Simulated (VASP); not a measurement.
Write the native input for VASP 6.6.1 that does the following.

```
Task                   : single point
Functional             : PBE
Potentials or basis    : VASP PAW PBE potentials, release 64 (Si, Ge_d)
Cutoff                 : 520 eV
k mesh                 : 22 × 22 × 22
Occupations            : gaussian, width 0.1 eV
Spin                   : no spin polarisation
Dipole correction      : no
Further INCAR settings : ALGO = Normal; EDIFF = 1e-06; NBANDS = 18
```

The structure of Si2Ge lies in POSCAR:

```
Si2Ge
1.0
   -1.3641118707      1.3641118707      6.6380781365
    1.3641118707     -1.3641118707      6.6380781365
    1.3641118707      1.3641118707     -6.6380781365
Si Ge
2 1
Direct
    0.6774479445      0.6774479445      0.0000000000
    0.3225520555      0.3225520555      0.0000000000
    0.0000000000      0.0000000000      0.0000000000
```

The input as run:

INCAR

```
SYSTEM = Si2Ge
PREC = Accurate ; ENCUT = 520
EDIFF = 1E-6 ; ISMEAR = 0
SIGMA = 0.1 ; LREAL = .FALSE.
LASPH = .TRUE. ; NELM = 100
ALGO = Normal ; ISIF = 2
LWAVE = .FALSE. ; LCHARG = .FALSE.
GGA = PE ; NBANDS = 18
```

KPOINTS

```
Automatic mesh
0
G
  22 22 22
  0 0 0
```

Potentials or basis: VASP PAW PBE potentials, release 64 (Si, Ge_d).

Command:

```bash
$ cat potpaw_PBE.64/Si/POTCAR potpaw_PBE.64/Ge_d/POTCAR > POTCAR
$ mpirun -np 1 vasp_std > vasp.out
```

It gave:

- Pressure: 0.0 GPa
- Largest force: 0.004 eV/Å
- Band gap on the k mesh: zero (bands 11 and 12 overlap by 6.89 eV)

Run time: 22 min on 1 thread of Intel(R) Xeon(R) 6975P-C (Granite Rapids) (shared host), peak memory 0.93 GiB.
